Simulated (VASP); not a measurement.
NiO:

```
Ni O
1.0
     0.00000    2.13374    2.13374
     2.13374    0.00000    2.13374
     2.13374    2.13374    0.00000
Ni O
1 1
Direct
  0.00000 0.00000 0.00000
  0.50000 0.50000 0.50000
```

* Program: VASP 6.6.1
* Task: relaxation of cell and atoms
* Functional: PBE
* Potentials or basis: VASP PAW PBE potentials, release 64 (Ni_sv_GW, O)
* Cutoff: 600 eV
* k mesh: 12 × 12 × 12
* Occupations: gaussian, width 0.02 eV
* Spin: collinear spin, ferromagnetic start
* Starting moments: [1.91, 0.21] μB
* Hubbard terms: Ni d U = 6.2 eV

At the start: pressure -3.9 GPa; volume 9.71 Å³/atom.

Question: Where does the relaxation end?

Answer: Over 4 steps the energy falls by 2.3 meV/atom and the volume is 9.52 Å³/atom (-2.0 %); space group Fm-3m (No. 225, to 0.1 Å) before and after; moment 2.00 μB per cell.

Step by step:
| step | energy change (eV) | largest force (eV/Å) | pressure (GPa) | volume (Å³) |
| --- | --- | --- | --- | --- |
| 1 | 0.0000 | 0.0000 | -3.89 | 19.43 |
| 2 | -0.0021 | 0.0000 | 2.85 | 18.77 |
| 3 | -0.0045 | 0.0000 | -0.09 | 19.05 |
| 4 | -0.0045 | 0.0000 | -0.06 | 19.04 |

Final structure:
```cif
data_structure
_symmetry_space_group_name_H-M 'P 1'
_symmetry_Int_Tables_number 1
_cell_length_a 2.9974
_cell_length_b 2.9974
_cell_length_c 2.9974
_cell_angle_alpha 60.000
_cell_angle_beta 60.000
_cell_angle_gamma 60.000
_cell_volume 19.04
loop_
_atom_site_label
_atom_site_type_symbol
_atom_site_fract_x
_atom_site_fract_y
_atom_site_fract_z
_atom_site_occupancy
Ni1 Ni 0.00000 0.00000 0.00000 1
O1 O 0.50000 0.50000 0.50000 1
```

Caveat: a cell with one magnetic atom can't hold antiferromagnetic order, which such compounds often take.
